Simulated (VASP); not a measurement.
Wanted: the native input for a VASP 6.6.1 run.

| Item | Value |
| --- | --- |
| Task | single point |
| Functional | PBE |
| Potentials or basis | VASP PAW PBE potentials, release 64 (Al, N) |
| Cutoff | 520 eV |
| k mesh | 8 × 6 × 4 |
| Occupations | gaussian, width 0.05 eV |
| Spin | no spin polarisation |
| Dipole correction | no |
| Further INCAR settings | ALGO = Normal; EDIFF = 1e-06; NBANDS = 26 |

The structure of AlN lies in POSCAR:

```
AlN
1.0
   -3.3134793387      0.0000000000      0.0000000000
    0.0000000000      0.0000000000     -4.1875902400
    0.0000000000     -5.7391145645      0.0000000000
Al N
4 4
Direct
    0.5444246017      0.2423139018      0.1666666667
   -0.0444246017      0.2423139018      0.6666666667
    0.0444246017      0.7423139018      0.3333333333
    0.4555753983      0.7423139018      0.8333333333
    0.5428032807      0.7648056511      0.1666666667
   -0.0428032807      0.7648056511      0.6666666667
    0.0428032807      0.2648056511      0.3333333333
    0.4571967193      0.2648056511      0.8333333333
```

This cell differs from its parent crystal: atoms displaced along a vibrational mode.

These files were run (other wordings do the same):

INCAR

```
SYSTEM = AlN
  PREC = Accurate
  ENCUT = 520
  EDIFF = 1E-6
  ISMEAR = 0
  SIGMA = 0.05
  LREAL = .False.
  LASPH = .True.
  NELM = 80
  ALGO = Normal
  ISIF = 2
  LWAVE = .False.
  LCHARG = .False.
  GGA = PE
  NBANDS = 26
```

KPOINTS

```
regular mesh
0
Gamma
  8 6 4
  0 0 0
```

Potentials or basis: VASP PAW PBE potentials, release 64 (Al, N).

Launch:

```console
$ cat potpaw_PBE.64/Al/POTCAR potpaw_PBE.64/N/POTCAR > POTCAR
$ mpirun -np 1 vasp_std > vasp.out
```

Results of the run:

The pressure is -0.5 GPa and the largest force is 0.518 eV/Å. The band gap on the k mesh is 3.23 eV.

Caveat: the cell differs from its parent crystal (atoms displaced along a vibrational mode).

Wall time 2.1 min on 1 thread of Intel Xeon 8259CL, with other jobs on the host, peak memory 0.24 GiB.
